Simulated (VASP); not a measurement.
Wanted: the native input for a VASP 6.6.1 run.

```yaml
Task: single point
Functional: PBE
Potentials_or_basis: VASP PAW PBE potentials, release 64 (Si, Mo_sv)
Cutoff: 520 eV
k_mesh: 6 × 6 × 4
Occupations: gaussian, width 0.1 eV
Spin: no spin polarisation
Dipole_correction: no
Further_INCAR_settings: ALGO = Normal; EDIFF = 1e-06; NBANDS = 43
```

The structure of Si2Mo lies in POSCAR:

```
Si2Mo
1.0
    4.5854715599      0.0000000000      0.0000000000
   -2.2927357800      3.9711348592      0.0000000000
    0.0000000000      0.0000000000      6.5797601000
Si Mo
6 3
Direct
    0.1638729800      0.8361270200      0.8333333300
    0.3277459600      0.1638729800      0.1666666700
    0.8361270200      0.6722540400      0.5000000000
    0.8361270200      0.1638729800      0.8333333300
    0.6722540400      0.8361270200      0.1666666700
    0.1638729800      0.3277459600      0.5000000000
    0.5000000000      0.0000000000      0.5000000000
    0.0000000000      0.5000000000      0.1666666700
    0.5000000000      0.5000000000      0.8333333300
```

These files were run (other wordings do the same):

INCAR

```
PREC = Accurate
ENCUT = 520
EDIFF = 1E-6
ISMEAR = 0
SIGMA = 0.1
LREAL = F
LASPH = T
NELM = 80
ALGO = Normal
ISIF = 2
LWAVE = F
LCHARG = F
GGA = PE
NBANDS = 43
```

KPOINTS

```
Automatic mesh
0
Gamma
  6 6 4
```

Potentials or basis: VASP PAW PBE potentials, release 64 (Si, Mo_sv).

Launch:

```sh
$ cat potpaw_PBE.64/Si/POTCAR potpaw_PBE.64/Mo_sv/POTCAR > POTCAR
$ mpirun -np 1 vasp_std > vasp.out
```

It gave:

```yaml
Pressure: 3.7 GPa
Largest_force: 0.005 eV/Å
Band_gap_on_the_k_mesh: 0.05 eV (least direct gap 0.54 eV)
```

Caveat: the cell stands under pressure.

Run time: 3.4 min on 1 thread of Intel Xeon 8259CL (shared host), peak memory 0.28 GiB.
